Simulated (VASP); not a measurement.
Write the native input for VASP 6.6.1 that does the following.

- Task: single point
- Functional: HSE06
- Potentials or basis: VASP PAW PBE potentials, release 64 (Hf_pv, O, H)
- Cutoff: 520 eV
- k mesh: 1 × 1 × 1, shifted
- Occupations: fermi-dirac, width 0.01 eV
- Spin: collinear spin
- Starting moments: [0.0, 0.0, 0.0, 0.0, 0.0, 0.04, 0.0, 0.0, 0.0, 0.02, 0.0, 0.0, 0.05, 0.0, 0.0, 0.0, 0.02, 0.0, 0.01, 0.05, 0.16, 0.0, 0.0, 0.01, 0.43] μB
- Fixed moment: 1 μB
- Dipole correction: no
- Grid for exact exchange (PRECFOCK): Fast
- Further INCAR settings: ALGO = Normal; EDIFF = 1e-06; NBANDS = 110
- Share of exact exchange: 0.25
- Screening parameter: 0.2079 1/Å

System: Hf8HO16 (a cell with a defect).

```
Hf O H
1.0
    -0.89291    5.21249    5.27760
     4.26871    0.00000    5.27256
     5.16162    5.21249   -0.00503
Hf O H
8 16 1
Cartesian
  0.7840 2.3594 3.7555
  5.1088 7.5758 9.0132
  8.2030 4.9600 4.1602
  3.0134 4.9853 4.1920
  3.4719 2.8181 1.5289
  7.7693 8.0234 6.7664
  5.4925 5.4335 6.4022
  0.3469 5.4140 6.3972
  6.6116 3.8390 5.1524
  1.4066 3.8697 5.1469
  2.3922 1.2530 2.7815
  6.6536 6.4544 8.0520
  7.0328 6.5186 5.4107
  1.9319 6.5477 5.4055
  1.9100 3.9383 2.5203
  6.1669 9.1481 7.7856
  0.1085 1.7914 1.7643
  4.3718 7.0339 7.0286
  4.6067 4.4253 0.8888
  3.6735 4.5008 6.2224
  4.2273 3.4300 3.5078
  8.4505 8.5983 8.8010
  4.7975 5.9790 4.3932
  3.9282 5.9943 9.6602
  3.5569 2.6829 4.8650
```

These files were run (other wordings do the same):

POSCAR

```
Hf8HO16
1.0
   -0.8929106200      5.2124939800      5.2775973300
    4.2687115500      0.0000000000      5.2725637200
    5.1616221700      5.2124939800     -0.0050336100
Hf O H
8 16 1
Direct
    0.4447305100      0.2671336900      0.0079099600
    0.9385096800      0.7705326900      0.5148898200
    0.0078057200      0.7821228400      0.9437598000
    0.5150332800      0.2799508700      0.4413865200
    0.0540760100      0.2363017600      0.4865700700
    0.5478714700      0.7358802700      0.9913926000
    0.4912691700      0.7230352600      0.5511370100
    0.9870608500      0.2253497500      0.0515953100
    0.1320584500      0.8456081400      0.6044362100
    0.6383706700      0.3372777200      0.1040172700
    0.1066254800      0.4209508000      0.1337669500
    0.6060968200      0.9210722600      0.6321682200
    0.3685635600      0.6581269200      0.8820021100
    0.8646752200      0.1600924800      0.3914726100
    0.3904008900      0.0875859100      0.3651481900
    0.8907132400      0.5858842600      0.8643188000
    0.2995947700      0.0347836800      0.0440737400
    0.8023491500      0.5304630000      0.5470779800
    0.0482446500      0.1210375300      0.8007398500
    0.5637707900      0.6161192500      0.2996919700
    0.1947295900      0.4708163500      0.4633052100
    0.6965056300      0.9729376600      0.9530451700
    0.4534351600      0.3800135500      0.6936167500
    0.9517916100      0.8796490100      0.1982032300
    0.2943141800      0.6283170800      0.2203909700
```

INCAR.step1

```
SYSTEM = Hf8HO16
PREC = Accurate
ENCUT = 520
EDIFF = 1E-5
ISMEAR = -1
SIGMA = 0.01
LREAL = .False.
LASPH = .True.
NELM = 200
ALGO = Normal
ISIF = 2
LWAVE = .True.
LCHARG = .False.
ISPIN = 2
MAGMOM = 0 0 0 0 0 0.04 0 0 0 0.02 0 0 0.05 0 0 0 0.02 0 0.01 0.05 0.16 0 0 0.01 0.43
LORBIT = 11
NUPDOWN = 1.0
LMAXMIX = 4
NBANDS = 110
GGA = PE
GGA_COMPAT = .False.
```

INCAR.step2

```
SYSTEM = Hf8HO16
PREC = Accurate
ENCUT = 520
EDIFF = 1E-6
ISMEAR = -1
SIGMA = 0.01
LREAL = .False.
LASPH = .True.
NELM = 200
ALGO = Normal
ISIF = 2
LWAVE = .False.
LCHARG = .False.
ISPIN = 2
MAGMOM = 0 0 0 0 0 0.04 0 0 0 0.02 0 0 0.05 0 0 0 0.02 0 0.01 0.05 0.16 0 0 0.01 0.43
LORBIT = 11
NUPDOWN = 1.0
LMAXMIX = 4
GGA = PE
LHFCALC = .True.
HFSCREEN = 0.2079
PRECFOCK = Fast
NBANDS = 110
ISTART = 1
GGA_COMPAT = .False.
```

KPOINTS

```
Automatic mesh
0
Gamma
  1 1 1
  0.25 0.25 0.25
```

Potentials or basis: VASP PAW PBE potentials, release 64 (Hf_pv, O, H).

The run is started by

```console
$ cat potpaw_PBE.64/Hf_pv/POTCAR potpaw_PBE.64/O/POTCAR potpaw_PBE.64/H/POTCAR > POTCAR
$ cp INCAR.step1 INCAR
$ mpirun -np 1 vasp_std > vasp.out
$ cp INCAR.step2 INCAR
$ mpirun -np 1 vasp_std > vasp.out
```

It gave:

The pressure is -10.1 GPa and the largest force is 0.339 eV/Å. The net moment is 1.00 μB per cell. The site moments are Hf -0.00, +0.00, -0.01, +0.10, +0.02, +0.01 (each value once); O +0.00, +0.02, -0.00, +0.04, +0.01, +0.15 (each value once); H +0.27 μB and the valence electrons inside the program's atomic spheres are Hf 8.28, 8.29, 8.27, 8.30 (each value once); O 5.12, 5.13, 5.11 (each value once); H 0.45.

Caveat: the k points lie up to 0.55 Å⁻¹ apart; the PAW data sets were made with another functional, which shifts forces and pressure a little; the total moment is fixed, so each spin has its own Fermi level and the state may be an excited one.

It took 2.2 h on 1 thread of AMD EPYC 7R13, with other jobs on the host, peak memory 0.74 GiB.
